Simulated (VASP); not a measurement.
**BaTiO3: single point with r2SCAN**

Crystal: BaTiO3.

```
Ba Ti O
1.0
     3.85357    0.00000    0.00000
     0.00000    3.85357    0.00000
     0.00000    0.00000    4.18542
Ba Ti O
1 1 3
Direct
  0.50000 0.50000 0.59053
  0.00000 0.00000 0.10957
  0.00000 0.50000 0.06038
  0.50000 0.00000 0.06038
  0.00000 0.00000 0.53914
```

This cell differs from its parent crystal: biaxial strain in the a-b plane: -3.0 %.

* Program: VASP 6.6.1
* Task: single point
* Functional: r2SCAN
* Potentials or basis: VASP PAW PBE potentials, release 64 (Ba_sv, Ti_sv, O)
* Cutoff: 520 eV
* k mesh: 8 × 8 × 8
* Occupations: gaussian, width 0.02 eV
* Spin: no spin polarisation

```
Pressure               : 12.8 GPa
Largest force          : 0.543 eV/Å
Band gap on the k mesh : 2.34 eV (least direct gap 2.99 eV)
```

Forces in eV/Å, atoms in the order of the input:
```
Ba   0.000  0.000 -0.082
Ti   0.000  0.000 -0.394
O    0.000  0.000 -0.034
O    0.000  0.000 -0.034
O    0.000  0.000  0.543
```

Stress tensor (GPa, compression positive):
```
15.20  0.00  0.00
 0.00 15.20  0.00
 0.00  0.00  8.02
```

Levels at points of the mesh, in eV from the valence-band top:
| k point | band 17 | band 18 | band 19 | band 20 | band 21 | band 22 | band 23 | band 24 |
| --- | --- | --- | --- | --- | --- | --- | --- | --- |
| (0.00, 0.00, 0.00) | -1.63 | -1.08 | -0.64 | -0.64 | 2.34 | 3.00 | 3.00 | 4.85 |
| (0.50, 0.00, 0.00) | -2.25 | -1.91 | -1.77 | -1.51 | 3.11 | 4.21 | 4.30 | 4.77 |
| (0.50, 0.50, 0.00) | -2.17 | -1.07 | -1.07 | -0.06 | 4.35 | 4.35 | 4.72 | 4.80 |
| (0.00, 0.00, 0.50) | -2.17 | -2.17 | -0.80 | -0.80 | 2.47 | 4.02 | 4.02 | 4.92 |
| (0.50, 0.00, 0.50) | -1.95 | -1.36 | -1.25 | -0.71 | 4.04 | 4.28 | 4.41 | 5.81 |
| (0.50, 0.50, 0.50) | -2.62 | -0.61 | -0.61 | 0.00 | 4.69 | 4.69 | 4.97 | 6.85 |

It took 7.5 min on 1 thread of Intel Xeon 6975P-C (shared host), peak memory 0.27 GiB.

Caveat: the cell differs from its parent crystal (biaxial strain in the a-b plane: -3.0 %); the stress differs along the axes, from 8 to 15 GPa; the PAW data sets were made with another functional, which shifts forces and pressure a little; spin-orbit coupling is left out, which moves the levels of the heavy elements. A k mesh can miss the band edges.
